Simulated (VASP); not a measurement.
Write the native input for VASP 6.6.1 that does the following.

```yaml
Task: single point
Functional: PBEsol
Potentials_or_basis: VASP PAW PBE potentials, release 64 (W_sv)
Cutoff: 520 eV
k_mesh: 24 × 24 × 5
Occupations: gaussian, width 0.15 eV
Spin: no spin polarisation
Dipole_correction: no
Further_INCAR_settings: ALGO = Fast; EDIFF = 1e-07; NBANDS = 51
```

The structure of W lies in POSCAR:

```
W
1.0
    1.9989957669     -1.9989957669      0.0000000000
    1.9989957669      0.0000000000     -1.9989957669
    8.8620084714      8.8620084714      8.8620084714
W
6
Direct
    0.6666666667      0.6666666667      0.0751746806
    0.0000000000      0.0000000000      0.8270718655
    0.3333333333      0.3333333333      0.2255541176
    0.6666666667      0.6666666667      0.5263129915
    0.0000000000      0.0000000000      0.3759335546
    0.3333333333      0.3333333333      0.6766924285
```

This cell differs from its parent crystal: the distance across one plane changed.

The input as run:

INCAR

```
SYSTEM = W
PREC     = Accurate       ! precision mode
ENCUT    = 520            ! plane-wave cutoff, eV
EDIFF    = 1E-7           ! SCF threshold, eV
ISMEAR   = 0              ! smearing method
SIGMA    = 0.15           ! smearing width, eV
LREAL    = .FALSE.        ! projectors in reciprocal space
LASPH    = .TRUE.         ! aspherical terms in the spheres
NELM     = 100            ! most SCF steps
ALGO     = Fast           ! electronic algorithm
ISIF     = 2              ! what is computed and relaxed
LWAVE    = .FALSE.        ! write WAVECAR
LCHARG   = .TRUE.         ! write CHGCAR
GGA      = PS             ! functional
LELF     = .TRUE.         ! ELF
LVHAR    = .TRUE.       
NBANDS   = 51             ! bands
```

KPOINTS

```
Automatic mesh
0
G
  24 24 5
  0 0 0
```

Potentials or basis: VASP PAW PBE potentials, release 64 (W_sv).

Run with:

```bash
$ cat potpaw_PBE.64/W_sv/POTCAR > POTCAR
$ mpirun -np 1 vasp_std > vasp.out
```

It gave:

```yaml
Pressure: -7.0 GPa
Largest_force: 1.058 eV/Å
Band_gap_on_the_k_mesh: zero (bands 42 and 43 overlap by 1.38 eV)
```

Caveat: the cell differs from its parent crystal (the distance across one plane changed); the cell stands under tension; the PAW data sets were made with another functional, which shifts forces and pressure a little; spin-orbit coupling is left out, which moves the levels of the heavy elements.

It took 84 min on 1 thread of Oxide Virtual Turin-like Processor (shared host), peak memory 0.96 GiB.
